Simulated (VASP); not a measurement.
# SnO2 (R-3m) in VASP: notebook, part 2 of 2

VASP 6.6.1. Earlier steps stand in the parts before.

**3. Single point, PBEsol**

This run uses another cell than the first one, of 14.21 Å³/atom, 1.021 times its volume.

Input file INCAR:

```
PREC = Accurate ; ENCUT = 520
EDIFF = 1E-7 ; ISMEAR = -1
SIGMA = 0.05 ; LREAL = F
LASPH = T ; NELM = 60
ALGO = Normal ; ISIF = 2
LWAVE = F ; LCHARG = T
GGA = PS ; LELF = T
LVHAR = T ; NBANDS = 20
```

Input file KPOINTS:

```
regular mesh
0
Gamma
  10 10 10
```

Input file POSCAR:

```
SnO2
1.0
    1.6062397745      0.9273629662      4.7683728710
   -1.6062397745      0.9273629662      4.7683728710
    0.0000000000     -1.8547259325      4.7683728710
Sn O
1 2
Direct
    0.5000000000      0.5000000000      0.5000000000
    0.7628300000      0.7628300000      0.7628300000
    0.2371700000      0.2371700000      0.2371700000
```

Potentials or basis: VASP PAW PBE potentials, release 64 (Sn_d, O).

Launch:

```
$ cat potpaw_PBE.64/Sn_d/POTCAR potpaw_PBE.64/O/POTCAR > POTCAR
$ mpirun -np 1 vasp_std > vasp.out
```

OUTCAR:

```text
PREC = Accurate
   ENCUT = 520
   EDIFF = 1E-7
   ISMEAR = -1
   LREAL = F
   LASPH = T
   NELM = 60
   ISIF = 2
   GGA = PS

 ion  position               nearest neighbor table
   1  0.500  0.500  0.500-   3 2.11   3 2.11   2 2.11   2 2.11   3 2.11   2 2.11
   2  0.763  0.763  0.763-   1 2.11   1 2.11   1 2.11
   3  0.237  0.237  0.237-   1 2.11   1 2.11   1 2.11

  LATTYP: Found a trigonal (rhomboedric) cell.
 ALAT       =     5.1163842820
 COS(alpha) =     0.8028828391

  Lattice vectors:

 A1 = (   1.6062397745,   0.9273629662,   4.7683728710)
 A2 = (  -1.6062397745,   0.9273629662,   4.7683728710)
 A3 = (   0.0000000000,  -1.8547259325,   4.7683728710)

Analysis of symmetry for initial positions (statically):
=====================================================================
 Subroutine PRICEL returns:
 Original cell was already a primitive cell.

 Routine SETGRP: Setting up the symmetry group for a
 trigonal (rhombohedral) supercell.

 Subroutine GETGRP returns: Found 12 space group operations
 (whereof 12 operations were pure point group operations)
 out of a pool of 12 trial point group operations.

The static configuration has the point symmetry D_3d.

Analysis of symmetry for dynamics (positions and initial velocities):
=====================================================================
 Subroutine PRICEL returns:
 Original cell was already a primitive cell.

 Routine SETGRP: Setting up the symmetry group for a
 trigonal (rhombohedral) supercell.

 Subroutine GETGRP returns: Found 12 space group operations
 (whereof 12 operations were pure point group operations)
 out of a pool of 12 trial point group operations.

The dynamic configuration has the point symmetry D_3d.

[... 107 lines left out ...]
   ISYM   =      2    0-nonsym 1-usesym 2-fastsym
   POTIM  = 0.5000    time-step for ionic-motion
   TEBEG  =    0.0;   TEEND  =   0.0 temperature during run
   PSTRESS=    0.0 pullay stress
   NELECT =      26.0000    total number of electrons
   NUPDOWN=      -1.0000    fix difference up-down
   EMIN   =  10.00;   EMAX   =-10.00  energy-range for DOS
   EFERMI =   0.00;   METHOD = LEGACY
   ISMEAR =    -1;   SIGMA  =   0.05  broadening in eV -4-tet -1-fermi 0-gaus
   EFERMI_NEDOS =   21; number of points for ismear=-14 and -15
   IALGO  =     38    algorithm
   IMIX   =      4    mixing-type and parameters
     AMIX     =   0.40;   BMIX     =  1.00
     AMIX_MAG =   1.60;   BMIX_MAG =  1.00
  volume/ion in A,a.u.               =      14.21        95.86
  Fermi-wavevector in a.u.,A,eV,Ry     =   1.388477  2.623841 26.230249  1.927869
  Thomas-Fermi vector in A             =   2.512600
   LORBIT       =      0    0 simple, 1 ext, 2 COOP (PROOUT), +10 PAW based schemes
   GGA     = PS    functional components
   LHFCALC =     F    Hartree Fock is set to
   AEXX    =    0.0000 exact exchange contribution
   IVDW    =     0    specifies the selected vdW correction
   LEPSILON=     F    determine dielectric tensor
   LRPA    =     F    only Hartree local field effects (RPA)
 non-spin polarized calculation
  energy-cutoff  :      520.00
  volume of cell :       42.62
 maximum number of plane-waves:      1161
 NGX is ok and might be reduce to    40
   NGX = 19   NGY = 19   NGZ = 19

 number of electron      26.0000006 magnetization

 Free energy of the ion-electron system (eV)
  ---------------------------------------------------
  ext. energy  EPLUGINS =         0.00000000
  ---------------------------------------------------
  free energy    TOTEN  =       -19.31348553 eV

  energy without entropy =      -19.31348553  energy(sigma->0) =      -19.31348553

 E-fermi :   4.4762     XC(G=0): -10.3214

 val. band max:        3.3824127506   @ k =  -0.2000   0.2000   0.0000
 cond. band min:       5.3540937678   @ k =   0.0000   0.0000   0.0000
 fundamental gap:      1.9716810173
 Fermi energy:         4.4761639893

 k-point     1 :       0.0000    0.0000    0.0000
  band No.  band energies     occupation
      1     -16.5395      2.00000
      2     -16.2903      2.00000
      3     -16.2903      2.00000
      4     -16.0851      2.00000
      5     -16.0851      2.00000
      6     -14.5925      2.00000
[... 541 lines left out ...]
     19      16.5241      0.00000
     20      20.3281      0.00000

 [... further k-points ...]
[... 5 lines left out ...]
  --------------------------------------------------------------------------------------
  -------------------------------------------------------------------------------------
  Total       -0.4485971     -0.4485971     -0.5198478      0.0000000      0.0000000      0.0000000
  in kB      -16.8649660    -16.8649660    -19.5436305      0.0000000      0.0000000      0.0000000
  external PRESSURE =     -17.7578541 kB  Pullay stress =       0.0000000 kB

 VOLUME and BASIS-vectors are now :
 -----------------------------------------------------------------------------
  energy-cutoff  :      520.00
  volume of cell :       42.62
      direct lattice vectors                 reciprocal lattice vectors
     1.606239775  0.927362966  4.768372871     0.311286028  0.179721072  0.069905048
    -1.606239775  0.927362966  4.768372871    -0.311286028  0.179721072  0.069905048
     0.000000000 -1.854725933  4.768372871     0.000000000 -0.359442145  0.069905048

 POSITION                                       TOTAL-FORCE (eV/Angst)
 -----------------------------------------------------------------------------------
      0.00000     -0.00000      7.15256        -0.000000      0.000000      0.000000
      0.00000     -0.00000     10.91237         0.000000     -0.000000      0.134545
      0.00000     -0.00000      3.39274         0.000000      0.000000     -0.134545
 -----------------------------------------------------------------------------------
    total drift:                                0.000000      0.000000      0.000000

  FREE ENERGIE OF THE ION-ELECTRON SYSTEM (eV)
  ---------------------------------------------------
  free  energy   TOTEN  =       -19.3134855278 eV

  energy  without entropy=      -19.3134855276  energy(sigma->0) =      -19.31348553
```

OSZICAR:

```text
N       E                     dE             d eps       ncg     rms          rms(c)
DAV:   1     0.255481294605E+03    0.25548E+03   -0.13834E+04  4908   0.191E+03
DAV:   2     0.687930057234E+01   -0.24860E+03   -0.23567E+03  5024   0.487E+02
DAV:   3    -0.210955174977E+02   -0.27975E+02   -0.27689E+02  5444   0.141E+02
DAV:   4    -0.218855529207E+02   -0.79004E+00   -0.78929E+00  5156   0.255E+01
DAV:   5    -0.219015652834E+02   -0.16012E-01   -0.16012E-01  5604   0.383E+00    0.100E+01
DAV:   6    -0.193649108406E+02    0.25367E+01   -0.96964E+00  7112   0.544E+01    0.435E+00
DAV:   7    -0.193410860883E+02    0.23825E-01   -0.55864E-01  4776   0.600E+00    0.208E+00
DAV:   8    -0.193147787303E+02    0.26307E-01   -0.65078E-02  4972   0.257E+00    0.439E-01
DAV:   9    -0.193129848151E+02    0.17939E-02   -0.93792E-03  6660   0.142E+00    0.843E-02
DAV:  10    -0.193134579367E+02   -0.47312E-03   -0.16650E-03  4796   0.347E-01    0.336E-02
DAV:  11    -0.193134815754E+02   -0.23639E-04   -0.41401E-05  6680   0.666E-02    0.198E-02
DAV:  12    -0.193134853211E+02   -0.37457E-05   -0.63036E-06  4812   0.200E-02    0.622E-03
DAV:  13    -0.193134855914E+02   -0.27031E-06   -0.10308E-06  5284   0.922E-03    0.138E-03
DAV:  14    -0.193134855278E+02    0.63643E-07   -0.15799E-07  3928   0.423E-03
   1 F= -.19313486E+02 E0= -.19313486E+02  d E =-.145333E-09
```

stdout:

```text
POSCAR found type information on POSCAR SnO
 POSCAR found :  2 types and       3 ions
 scaLAPACK will be used
 -----------------------------------------------------------------------------
|                                                                             |
|                                                                             |
|     You enforced a specific xc type in the INCAR file but a different       |
|     I HOPE YOU KNOW WHAT YOU ARE DOING!                                     |
|                                                                             |
 -----------------------------------------------------------------------------

 LDA part: xc-table for (Slater+PW92), standard interpolation
 POSCAR, INCAR and KPOINTS ok, starting setup
 FFT: planning ... GRIDC
 FFT: planning ... GRID_SOFT
 FFT: planning ... GRID
 WAVECAR not read
 entering main loop
```

Run time: 2.7 min. Hardware: 1 thread of Intel Xeon Platinum 8488C (Sapphire Rapids), shared host; peak memory 0.28 GiB.

Results:

```
Free energy            : -19.3135 eV
Pressure               : -1.8 GPa
Largest force          : 0.135 eV/Å
Band gap on the k mesh : 1.97 eV, indirect (least direct gap 2.11 eV)
```

Forces on the atoms (eV/Å):
```
Sn   0.000  0.000  0.000
O    0.000  0.000  0.135
O    0.000  0.000 -0.135
```

Stress tensor (GPa, compression positive):
```
-1.69  0.00  0.00
 0.00 -1.69  0.00
 0.00  0.00 -1.95
```

Caveat: the PAW data sets were made with another functional, which shifts forces and pressure a little; spin-orbit coupling is left out, which moves the levels of the heavy elements. A k mesh can miss the band edges.

**4. Single point, LDA**

This run uses another cell than the first one, of 14.21 Å³/atom, 1.021 times its volume.

Input file INCAR:

```
ALGO = Normal
EDIFF = 1E-6
ENCUT = 520
ISIF = 2
ISMEAR = -1
LASPH = T
LCHARG = F
LREAL = F
LWAVE = F
NBANDS = 20
NELM = 60
PREC = Accurate
SIGMA = 0.05
```

Input file KPOINTS:

```
k-points
0
Gamma
  10 10 10
```

POSCAR is that of step 3.

Potentials or basis: VASP PAW LDA potentials, release 64 (Sn_d, O).

Launch:

```
$ cat potpaw_LDA.64/Sn_d/POTCAR potpaw_LDA.64/O/POTCAR > POTCAR
$ mpirun -np 1 vasp_std > vasp.out
```

Wall time 2.2 min (1 thread of Intel Xeon Platinum 8488C (Sapphire Rapids), shared host); peak memory 0.25 GiB.

Results (log left out):

* Free energy: -20.4747 eV
* Pressure: -5.8 GPa
* Largest force: 0.411 eV/Å
* Band gap on the k mesh: 1.90 eV, indirect (least direct gap 2.04 eV)

Forces on the atoms (eV/Å):
```
Sn   0.000  0.000  0.000
O    0.000  0.000  0.411
O    0.000  0.000 -0.411
```

Stress tensor (GPa, compression positive):
```
-5.84  0.00  0.00
 0.00 -5.84  0.00
 0.00  0.00 -5.65
```

Levels at points of the mesh, in eV from the valence-band top:
```
           k point  band 11  band 12  band 13  band 14  band 15  band 16
(0.00, 0.00, 0.00)    -0.90    -0.90    -0.15     1.90     5.59    10.93
(0.50, 0.00, 0.00)    -1.51    -0.61    -0.59     5.33     7.62     9.91
(0.50, 0.50, 0.00)    -1.17    -0.46    -0.02     5.03     6.79    10.65
(0.50, 0.50, 0.50)    -1.39    -0.85    -0.85     3.21     5.57    11.11
```

Caveat: spin-orbit coupling is left out, which moves the levels of the heavy elements.

**5. Single point, PBEsol**

This run uses another cell than the first one, of 14.50 Å³/atom, 1.042 times its volume.

Input file INCAR:

```
PREC     = Accurate       # precision mode
ENCUT    = 520            # plane-wave cutoff, eV
EDIFF    = 1E-6           # SCF threshold, eV
ISMEAR   = -1             # smearing method
SIGMA    = 0.05           # smearing width, eV
LREAL    = False          # projectors in reciprocal space
LASPH    = True           # aspherical terms in the spheres
NELM     = 60             # most SCF steps
ALGO     = Normal         # electronic algorithm
ISIF     = 2              # what is computed and relaxed
LWAVE    = False          # write WAVECAR
LCHARG   = False          # write CHGCAR
GGA      = PS             # functional
NBANDS   = 20             # bands
```

Input file KPOINTS:

```
Automatic mesh
0
Gamma
  10 10 10
```

Input file POSCAR:

```
SnO2
1.0
    1.6170930752      0.9336291223      4.8005925840
   -1.6170930752      0.9336291223      4.8005925840
    0.0000000000     -1.8672582446      4.8005925840
Sn O
1 2
Direct
    0.5000000000      0.5000000000      0.5000000000
    0.7628300000      0.7628300000      0.7628300000
    0.2371700000      0.2371700000      0.2371700000
```

Potentials or basis: VASP PAW PBE potentials, release 64 (Sn_d, O).

Launch:

```
$ cat potpaw_PBE.64/Sn_d/POTCAR potpaw_PBE.64/O/POTCAR > POTCAR
$ mpirun -np 1 vasp_std > vasp.out
```

It took 3 min on 1 thread of Intel Xeon Platinum 8488C (Sapphire Rapids), shared host; peak memory 0.29 GiB.

Results (log left out):

| Quantity | Value |
| --- | --- |
| Free energy | -19.2971 eV |
| Pressure | -4.6 GPa |
| Largest force | 0.347 eV/Å |
| Band gap on the k mesh | 1.84 eV, indirect (least direct gap 1.97 eV) |

Forces in eV/Å, atoms in the order of the input:
```
Sn   0.000  0.000  0.000
O    0.000  0.000  0.347
O    0.000  0.000 -0.347
```

Stress tensor (GPa, compression positive):
```
-5.12  0.00  0.00
 0.00 -5.12  0.00
 0.00  0.00 -3.60
```

Levels at points of the mesh, in eV from the valence-band top:
```csv
k point,band 9,band 10,band 11,band 12,band 13,band 14,band 15,band 16,band 17,band 18
"(0.00, 0.00, 0.00)",-1.28,-1.28,-0.90,-0.90,-0.12,1.84,5.57,10.87,10.87,11.55
"(0.50, 0.00, 0.00)",-4.18,-2.97,-1.48,-0.60,-0.56,5.23,7.58,9.92,12.14,12.53
"(0.50, 0.50, 0.00)",-4.41,-3.06,-1.15,-0.46,-0.02,4.96,6.77,10.58,11.14,12.41
"(0.50, 0.50, 0.50)",-1.35,-1.35,-1.28,-0.85,-0.85,3.11,5.52,11.04,11.04,11.97
```

Caveat: the PAW data sets were made with another functional, which shifts forces and pressure a little; spin-orbit coupling is left out, which moves the levels of the heavy elements.

**6. Single point, LDA**

This run uses another cell than the first one, of 14.50 Å³/atom, 1.042 times its volume.

Input file INCAR:

```
PREC     = Accurate       # precision mode
ENCUT    = 520            # plane-wave cutoff, eV
EDIFF    = 1E-6           # SCF threshold, eV
ISMEAR   = -1             # smearing method
SIGMA    = 0.05           # smearing width, eV
LREAL    = F              # projectors in reciprocal space
LASPH    = T              # aspherical terms in the spheres
NELM     = 100            # most SCF steps
ALGO     = Normal         # electronic algorithm
ISIF     = 2              # what is computed and relaxed
LWAVE    = F              # write WAVECAR
LCHARG   = F              # write CHGCAR
GGA      = CA             # functional
NBANDS   = 20             # bands
```

Input file KPOINTS:

```
regular mesh
0
Gamma
  10 10 10
```

POSCAR is that of step 5.

Potentials or basis: VASP PAW LDA potentials, release 64 (Sn_d, O).

Launch:

```
$ cat potpaw_LDA.64/Sn_d/POTCAR potpaw_LDA.64/O/POTCAR > POTCAR
$ mpirun -np 1 vasp_std > vasp.out
```

OUTCAR:

```text
PREC = Accurate
   ENCUT = 520
   EDIFF = 1E-6
   ISMEAR = -1
   LREAL = F
   LASPH = T
   NELM = 100
   ISIF = 2
   GGA = CA

 ion  position               nearest neighbor table
   1  0.500  0.500  0.500-   3 2.13   3 2.13   2 2.13   2 2.13   3 2.13   2 2.13
   2  0.763  0.763  0.763-   1 2.13   1 2.13   1 2.13
   3  0.237  0.237  0.237-   1 2.13   1 2.13   1 2.13

  LATTYP: Found a trigonal (rhomboedric) cell.
 ALAT       =     5.1509554948
 COS(alpha) =     0.8028828391

  Lattice vectors:

[... 194 lines left out ...]
      6     -14.7381      2.00000
[... 541 lines left out ...]
     19      15.8363      0.00000
     20      19.6393      0.00000

 [... further k-points ...]
[... 5 lines left out ...]
  --------------------------------------------------------------------------------------
  -------------------------------------------------------------------------------------
  Total       -2.4739782     -2.4739782     -1.9473331      0.0000000      0.0000000     -0.0000000
  in kB      -91.1487980    -91.1487980    -71.7456095      0.0000000      0.0000000     -0.0000000
  external PRESSURE =     -84.6810685 kB  Pullay stress =       0.0000000 kB

 VOLUME and BASIS-vectors are now :
 -----------------------------------------------------------------------------
  energy-cutoff  :      520.00
  volume of cell :       43.49
      direct lattice vectors                 reciprocal lattice vectors
     1.617093075  0.933629122  4.800592584     0.309196797  0.178514854  0.069435872
    -1.617093075  0.933629122  4.800592584    -0.309196797  0.178514854  0.069435872
     0.000000000 -1.867258245  4.800592584     0.000000000 -0.357029708  0.069435872

 POSITION                                       TOTAL-FORCE (eV/Angst)
 -----------------------------------------------------------------------------------
      0.00000      0.00000      7.20089         0.000000      0.000000      0.000000
      0.00000      0.00000     10.98611         0.000000     -0.000000      0.617675
      0.00000      0.00000      3.41567         0.000000      0.000000     -0.617675
 -----------------------------------------------------------------------------------
    total drift:                                0.000000      0.000000      0.000000

  FREE ENERGIE OF THE ION-ELECTRON SYSTEM (eV)
  ---------------------------------------------------
  free  energy   TOTEN  =       -20.4371330253 eV

  energy  without entropy=      -20.4371330244  energy(sigma->0) =      -20.43713302
```

It took 2.8 min on 1 thread of Intel Xeon Platinum 8488C (Sapphire Rapids), shared host; peak memory 0.25 GiB.

Results:

* Free energy: -20.4371 eV
* Pressure: -8.5 GPa
* Largest force: 0.618 eV/Å
* Band gap on the k mesh: 1.77 eV, indirect (least direct gap 1.90 eV)

Forces on the atoms (eV/Å):
```
Sn   0.000  0.000  0.000
O    0.000  0.000  0.618
O    0.000  0.000 -0.618
```

Stress tensor (GPa, compression positive):
```
-9.11  0.00  0.00
 0.00 -9.11  0.00
 0.00  0.00 -7.17
```

Levels at points of the mesh, in eV from the valence-band top:
| k point | band 9 | band 10 | band 11 | band 12 | band 13 | band 14 | band 15 | band 16 | band 17 | band 18 |
| --- | --- | --- | --- | --- | --- | --- | --- | --- | --- | --- |
| (0.00, 0.00, 0.00) | -1.30 | -1.30 | -0.91 | -0.91 | -0.13 | 1.77 | 5.49 | 10.74 | 10.74 | 11.31 |
| (0.50, 0.00, 0.00) | -4.19 | -2.99 | -1.48 | -0.61 | -0.58 | 5.14 | 7.49 | 9.77 | 12.08 | 12.41 |
| (0.50, 0.50, 0.00) | -4.43 | -3.08 | -1.15 | -0.47 | -0.02 | 4.85 | 6.68 | 10.46 | 10.95 | 12.30 |
| (0.50, 0.50, 0.50) | -1.36 | -1.36 | -1.33 | -0.86 | -0.86 | 3.05 | 5.45 | 10.92 | 10.92 | 11.75 |

Caveat: spin-orbit coupling is left out, which moves the levels of the heavy elements. LDA gaps usually lie below the measured ones, often by a third to a half.

**7. Summary**

```csv
level,potentials or basis,cell,gap on the mesh (eV),pressure (GPa),largest force (eV/Å)
LDA,"VASP PAW LDA potentials, release 64 (Sn_d, O)","a = 5.081 Å, angles 36.6°, 3 atoms",2.04,-2.7,0.18
PBEsol,"VASP PAW PBE potentials, release 64 (Sn_d, O)","a = 5.116 Å, angles 36.6°, 3 atoms",1.97,-1.8,0.13
LDA,"VASP PAW LDA potentials, release 64 (Sn_d, O)","a = 5.116 Å, angles 36.6°, 3 atoms",1.90,-5.8,0.41
PBEsol,"VASP PAW PBE potentials, release 64 (Sn_d, O)","a = 5.151 Å, angles 36.6°, 3 atoms",1.84,-4.6,0.35
LDA,"VASP PAW LDA potentials, release 64 (Sn_d, O)","a = 5.151 Å, angles 36.6°, 3 atoms",1.77,-8.5,0.62
```

Alike in all rows: task single point; no spin polarisation; k mesh 10 × 10 × 10; cutoff (eV) 520; smearing fermi-dirac 0.05 eV.

Caveats: spin-orbit coupling is left out, which moves the levels of the heavy elements; the PAW data sets were made with another functional, which shifts forces and pressure a little (some runs).

Absolute energies hang on the potentials; compare differences alone.
